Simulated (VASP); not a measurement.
Runs of VASP 6.6.1 on C. The structure is that of space group Fd-3m (No. 227), or close to it. The cells are those of the table. 

```csv
level,potentials or basis,cell,k mesh,cutoff (eV),smearing,second run,gap on the mesh (eV),pressure (GPa)
PBE,"VASP PAW PBE potentials, release 64 (C)","a = 2.505, b = 2.505, c = 2.517 Å, angles 59.8, 59.8, 60.3°, 2 atoms",6 × 6 × 6,520,gaussian 0.01 eV,-,3.93,9.6
r2SCAN,"VASP PAW PBE potentials, release 64 (C)","a = 2.468, b = 2.468, c = 2.517 Å, angles 59.3, 59.3, 61.3°, 2 atoms",12 × 12 × 12,520,gaussian 0.01 eV,-,(a),21.2
r2SCAN,"VASP PAW PBE potentials, release 64 (C_h)","a = 2.543, b = 2.543, c = 2.517 Å, angles 60.3, 60.3, 59.3°, 2 atoms",12 × 12 × 12,910,gaussian 0.01 eV,hard_potentials,(b),-9.4
PBE,"VASP PAW PBE potentials, release 64 (C)","a = 2.556, b = 2.556, c = 2.517 Å, angles 60.5, 60.5, 59.0°, 2 atoms",12 × 12 × 12,520,fermi-dirac 0.02 eV,-,3.73,-7.7
PBE,"VASP PAW PBE potentials, release 64 (C)","a = 2.556, b = 2.556, c = 2.517 Å, angles 60.5, 60.5, 59.0°, 2 atoms",6 × 6 × 6,520,gaussian 0.01 eV,-,3.73,-7.7
PBE,"VASP PAW PBE potentials, release 64 (C)","a = 2.543, b = 2.543, c = 2.517 Å, angles 60.3, 60.3, 59.3°, 2 atoms",6 × 6 × 6,520,gaussian 0.01 eV,-,3.87,-3.7
PBE,"VASP PAW PBE potentials, release 64 (C)","a = 2.492, b = 2.492, c = 2.517 Å, angles 59.7, 59.7, 60.7°, 2 atoms",6 × 6 × 6,520,gaussian 0.01 eV,-,3.69,14.5
PBE,"VASP PAW PBE potentials, release 64 (C)","a = 2.530, b = 2.530, c = 2.517 Å, angles 60.2, 60.2, 59.7°, 2 atoms",6 × 6 × 6,520,gaussian 0.01 eV,-,4.02,0.6
```

Alike in all rows: task single point; no spin polarisation.

Task: Fill in the values left out.

Result: (a) 3.35; (b) 4.08.

Caveats: some runs use coarse meshes; the PAW data sets were made with another functional, which shifts forces and pressure a little (some runs); the cutoff is under 1.25 times the usual one of these potentials, so pressure, stress and relaxed cells hold a basis-set (Pulay) error (some runs).

A k mesh can miss the band edges.
